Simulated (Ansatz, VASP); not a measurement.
One calculation of Mg2Cd3Te5, two programs

```
Mg Cd Te
1.0
    -2.33260    4.03964   -0.00010
    -4.66507    0.00008   -0.00013
    -2.33174    1.34616   18.88733
Mg Cd Te
2 3 5
Direct
  0.00046 0.99875 0.99943
  0.20053 0.19965 0.39815
  0.39934 0.40092 0.80149
  0.80076 0.80192 0.59889
  0.59948 0.59936 0.20048
  0.34915 0.34759 0.95329
  0.74978 0.75124 0.75024
  0.15116 0.15226 0.54737
  0.54921 0.54835 0.35206
  0.95013 0.94995 0.14861
```

Change from the starting cell: cell x1, atoms moved at random (sigma 0.15 Å) and cell strained at random (1.5 %), then relaxed without symmetry.

Alike in both runs: functional PBE; k mesh 4 × 4 × 4; occupations gaussian, width 0.1 eV; no spin polarisation.

Ansatz relaxed the structure, and its values are those at the end. VASP's run is a single point on that final structure, the one shown.

```csv
,VASP,Ansatz
version,VASP 6.6.1,Ansatz 0.2.0
potentials or method,"VASP PAW PBE potentials, release 64 (Mg, Cd, Te), cutoff 520 eV","scalar-relativistic, plane waves, PAW"
valence electrons in the cell,70,160
```

VASP gave:

| Quantity | Value |
| --- | --- |
| gap on the k mesh at the Fermi level (eV) | 1.05 |
| least direct gap on the mesh (eV) | 1.05 |
| pressure (GPa) | 0.1 |
| rms of the force components (eV/Å) | 0.006 |

Q: What did Ansatz give for the same quantities?

A: gap on the k mesh at the Fermi level (eV): 1.06; least direct gap on the mesh (eV): 1.06; pressure (GPa): 0.0; rms of the force components (eV/Å): 0.002.

With one functional, cell and mesh, what is left measures potentials, basis and numerics. VASP's potentials hold 70 valence electrons a cell and Ansatz's 160, so a difference there can come from the potentials and not from the codes.

Neither program's run includes spin-orbit coupling.
